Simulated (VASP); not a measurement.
FeO, 2 atoms in the cell. Symmetry: R-3m, No. 166, trigonal system. The conventional cell has a = 3.097 Å, b = 3.097 Å, c = 7.707 Å, α = 90.00°, β = 90.00°, γ = 120.00°. Fe (site symmetry -3m) has 6 O at 2.20 Å within 2.9 Å. O (site symmetry -3m) has 6 Fe at 2.20 Å within 2.9 Å. 

| Item | Value |
| --- | --- |
| Program | VASP 6.6.1 |
| Task | single point |
| Functional | PBEsol |
| Potentials or basis | VASP PAW PBE potentials, release 64 (Fe, O) |
| Cutoff | 520 eV |
| k mesh | 11 × 11 × 11 |
| Occupations | fermi-dirac, width 0.05 eV |
| Spin | collinear spin, ferromagnetic start |
| Starting moments | [3.0, 0.0] μB |
| Dipole correction | no |
| Further INCAR settings | ALGO = Normal; EDIFF = 1e-06; NBANDS = 18 |

Potentials or basis: VASP PAW PBE potentials, release 64 (Fe, O).

Launch:

```sh
$ cat potpaw_PBE.64/Fe/POTCAR potpaw_PBE.64/O/POTCAR > POTCAR
$ mpirun -np 1 vasp_std > vasp.out
```

Hardware: 1 thread of AMD EPYC 9R45 (Zen 5), on a shared host.

Q: How long does it take, and how much memory?

A: It took 73 s on 1 thread of AMD EPYC 9R45 (Zen 5), with other jobs on the host, peak memory 0.18 GiB. Counts: scf iterations 15, k points 146.
